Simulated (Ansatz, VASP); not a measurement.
## Two plane-wave programs on C

```
C
1.0
     1.22905    0.70959    3.28297
    -1.22905    0.70959    3.28297
     0.00000   -1.41918    3.28297
C
2
Direct
  0.18389 0.18389 0.14162
  0.81611 0.81611 0.85838
```

Change from the starting cell: mode 4 frozen in at +0.032 Å and mode 6 at +0.060 Å (largest displacements).

Alike in both runs: task single point; functional PBEsol; dispersion D3(BJ); k mesh 15 × 15 × 15; occupations gaussian, width 0.05 eV; no spin polarisation.

|  | VASP | Ansatz |
| --- | --- | --- |
| version | VASP 6.6.1 | Ansatz 0.2.0 |
| potentials or method | VASP PAW PBE potentials, release 64 (C), cutoff 520 eV | scalar-relativistic, plane waves, PAW |
| valence electrons in the cell | 8 | 8 |

Ansatz gave:

* gap on the k mesh at the Fermi level (eV): 0.50
* least direct gap on the mesh (eV): 0.57
* pressure (GPa): 5.7
* traceless stress, the component that is largest in VASP (GPa): 15.77
* rms of the force components (eV/Å): 3.259

Q: Which values does VASP return?

A: gap on the k mesh at the Fermi level (eV): 0.50; least direct gap on the mesh (eV): 0.57; pressure (GPa): 6.3; traceless stress, the component that is largest in VASP (GPa): 16.44; rms of the force components (eV/Å): 3.266.

VASP's potentials were made for PBE, not for PBEsol, and Ansatz warns of the same on its side. Atom by atom the forces differ by 0.008 eV/Å (rms over components).
